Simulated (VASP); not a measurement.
A run of VASP 6.6.1 is set up as follows.

Contents of INCAR:

```
SYSTEM = V
  PREC = Accurate
  ENCUT = 520
  EDIFF = 1E-6
  ISMEAR = -1
  SIGMA = 0.05
  LREAL = .False.
  LASPH = .True.
  NELM = 150
  ALGO = Normal
  ISIF = 2
  LWAVE = .False.
  LCHARG = .False.
  ISPIN = 2
  MAGMOM = 3 3
  LORBIT = 11
  NUPDOWN = 6.0
  LMAXMIX = 4
  GGA = PE
  NBANDS = 24
```

KPOINTS

```
regular mesh
0
Gamma
  10 10 5
  0 0 0
```

Contents of POSCAR:

```
V
1.0
    2.6042941027      0.0000000000      0.0000000000
   -1.3021470513      2.2553848518      0.0000000000
    0.0000000000      0.0000000000      4.7233360000
V
2
Direct
    0.3333333333      0.6666666667      0.2500000000
    0.6666666667      0.3333333333      0.7500000000
```

Potentials or basis: VASP PAW PBE potentials, release 64 (V_sv).

Launch:

```sh
$ cat potpaw_PBE.64/V_sv/POTCAR > POTCAR
$ mpirun -np 1 vasp_std > vasp.out
```

Problem. Estimate the pressure.

Solution. 36.5 GPa.

Stress tensor (GPa, compression positive):
```
49.02  0.00  0.00
 0.00 49.02  0.00
 0.00  0.00 11.43
```

Caveat: the total moment is fixed, so each spin has its own Fermi level.
